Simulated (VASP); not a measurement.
Write the native input for VASP 6.6.1 that does the following.

| Quantity | Value |
| --- | --- |
| Task | single point |
| Functional | r2SCAN |
| Potentials or basis | VASP PAW PBE potentials, release 64 (Ti_sv, O) |
| Cutoff | 520 eV |
| k mesh | 4 × 4 × 4 |
| Occupations | gaussian, width 0.02 eV |
| Spin | no spin polarisation |
| Dipole correction | no |
| Further INCAR settings | ALGO = Normal; EDIFF = 1e-07; NBANDS = 33 |

Crystal: TiO2.

```
Ti O
1.0
     2.68055   -2.72841   -0.06174
     2.67526    2.72312   -0.05440
    -2.70909    0.00908    4.80528
Ti O
2 4
Direct
  0.12195 0.85755 0.23625
  0.87558 0.14822 0.75586
  0.35401 0.09895 0.67383
  0.67320 0.94190 0.32167
  0.96818 0.68269 0.84674
  0.06404 0.34910 0.17459
```

These files were run (other wordings do the same):

POSCAR

```
TiO2
1.0
    2.6805548658     -2.7284128728     -0.0617389515
    2.6752617647      2.7231209861     -0.0543959535
   -2.7090875630      0.0090815493      4.8052823094
Ti O
2 4
Direct
    0.1219484995      0.8575515384      0.2362471605
    0.8755807488      0.1482181876      0.7558577591
    0.3540058329      0.0989456189      0.6738295210
    0.6731971283      0.9418963086      0.3216654504
    0.9681807552      0.6826863602      0.8467382601
    0.0640405078      0.3491038293      0.1745947979
```

INCAR.step1

```
SYSTEM = TiO2
  ALGO = Normal
  EDIFF = 1E-4
  ENCUT = 520
  GGA = PE
  ISMEAR = 0
  LASPH = .TRUE.
  LCHARG = .FALSE.
  LREAL = .FALSE.
  LWAVE = .TRUE.
  NBANDS = 33
  NELM = 100
  PREC = Accurate
  SIGMA = 0.02
```

INCAR.step2

```
SYSTEM = TiO2
  ALGO = Normal
  EDIFF = 1E-7
  ENCUT = 520
  ISIF = 2
  ISMEAR = 0
  ISTART = 1
  LASPH = .TRUE.
  LCHARG = .FALSE.
  LMIXTAU = .TRUE.
  LREAL = .FALSE.
  LWAVE = .FALSE.
  METAGGA = R2SCAN
  NBANDS = 33
  NELM = 100
  PREC = Accurate
  SIGMA = 0.02
```

KPOINTS

```
k-points
0
G
  4 4 4
  0 0 0
```

Potentials or basis: VASP PAW PBE potentials, release 64 (Ti_sv, O).

Command:

```console
$ cat potpaw_PBE.64/Ti_sv/POTCAR potpaw_PBE.64/O/POTCAR > POTCAR
$ cp INCAR.step1 INCAR
$ mpirun -np 1 vasp_std > vasp.out
$ cp INCAR.step2 INCAR
$ mpirun -np 1 vasp_std > vasp.out
```

It gave:

The pressure is -1.4 GPa. The largest force is 1.998 eV/Å. The band gap on the k mesh is 2.58 eV, indirect (least direct gap 3.00 eV).

Caveat: the k points lie up to 0.45 Å⁻¹ apart; the PAW data sets were made with another functional, which shifts forces and pressure a little.

It took 2.4 min on 1 thread of Intel(R) Xeon(R) 6975P-C (Granite Rapids), with other jobs on the host, peak memory 0.22 GiB.
